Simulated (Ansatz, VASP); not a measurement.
This is a calculation of MnO for VASP 6.6.1.

POSCAR

```
MnO
1.0
    0.0000000000      2.2239077028      2.2239077028
    2.2239077028      0.0000000000      2.2239077028
    2.2239077028      2.2239077028      0.0000000000
Mn O
1 1
Direct
    0.0000000000      0.0000000000      0.0000000000
    0.5000000000      0.5000000000      0.5000000000
```

Contents of INCAR.step1:

```
SYSTEM = MnO
ALGO = Normal
EDIFF = 1E-5
ENCUT = 600
GGA = PE
ISMEAR = -1
ISPIN = 2
KPAR = 4
LASPH = .True.
LCHARG = .False.
LMAXMIX = 4
LORBIT = 11
LREAL = .False.
LWAVE = .True.
MAGMOM = 4 0
NBANDS = 20
NELM = 150
PREC = Accurate
SIGMA = 0.05
```

The input INCAR.step2:

```
SYSTEM = MnO
AEXX = 0.25
ALGO = Normal
EDIFF = 1E-6
EDIFFG = -0.01
ENCUT = 600
GGA = PE
HFSCREEN = 0.3
IBRION = 2
ISIF = 3
ISMEAR = -1
ISPIN = 2
ISTART = 1
KPAR = 4
LASPH = .True.
LCHARG = .False.
LHFCALC = .True.
LMAXMIX = 4
LORBIT = 11
LREAL = .False.
LWAVE = .False.
MAGMOM = 4 0
NELM = 150
NSW = 60
PREC = Accurate
PRECFOCK = Normal
SIGMA = 0.05
```

File KPOINTS:

```
k-points
0
Gamma
  5 5 5
  0 0 0
```

Potentials or basis: VASP PAW PBE potentials, release 64 (Mn_pv, O).

The run is started by

```sh
$ cat potpaw_PBE.64/Mn_pv/POTCAR potpaw_PBE.64/O/POTCAR > POTCAR
$ cp INCAR.step1 INCAR
$ mpirun -np 4 vasp_std > vasp.out
$ cp INCAR.step2 INCAR
$ mpirun -np 4 vasp_std > vasp.out
```

Translate it to Ansatz 0.2.0. Potentials there: Ansatz PAW.

As run (the cutoff follows the program's own potentials):

Contents of input.yaml:

```yaml
crystal:
  lattice:
    - [0.0, 2.2239077028, 2.2239077028]
    - [2.2239077028, 0.0, 2.2239077028]
    - [2.2239077028, 2.2239077028, 0.0]
  atoms:
    - { symbol: Mn, position: [0.0, 0.0, 0.0], spin: 4.0 }
    - { symbol: O, position: [0.5, 0.5, 0.5] }
hamiltonian:
  xc: { exchange: pbe, correlation: pbe, exx: { coeff: 0.25, omega: 0.3 } }
  pseudopotentials: { kind: paw }
magnetization:
  spin_polarized: true
kpoints:
  mp_grid: { grid: [5, 5, 5] }
scf:
  occupations: { method: fermi_dirac, width: 0.05 }
output:
  forces: true
  stress: true
relax:
  f_tol: 0.01
  max_steps: 40
  cell: { stress_tol: 0.05 }
```

Potentials or basis: Ansatz PAW.

Command:

```bash
$ ansatz run input.yaml --threads 2 --pin off --max-ram 5632MiB --backend cpu --events-out ev --progress --plain --runs-dir out
```

Both were run:

|  | VASP | Ansatz | Ansatz less VASP |
| --- | --- | --- | --- |
| gap on the k mesh at the Fermi level, each at its own relaxed structure (eV) | 1.20 | 1.20 | +0.002 |
| net moment per atom (μB) | 2.50 | 2.50 | 0.000 |
| size of the moment on the site where the two differ most (μB) | 4.58 | 4.31 | -0.277 |
| relaxed volume (Å³/atom) | 11.09 | 11.06 | -0.026 |
| relaxed length of the cell vector where the two differ most in proportion (Å) | 3.154 | 3.151 | -0.0024 |

VASP's potentials were made for PBE, not for PBE-based screened hybrid. Site moments also hang on the region over which each program counts them. VASP's potentials hold 19 valence electrons a cell and Ansatz's 21, so a difference there can come from the potentials and not from the codes.

The k mesh is coarse, so the values compare programs but aren't converged. Noted on Ansatz's run: the magnetic or orbital state may not be the lowest; odd divisions of the mesh miss points on the zone boundary, where band edges often lie, so the gap on the mesh can be too wide; the plane-wave basis is chosen anew once the cell has moved, so the energies of steps on either side of that aren't comparable.
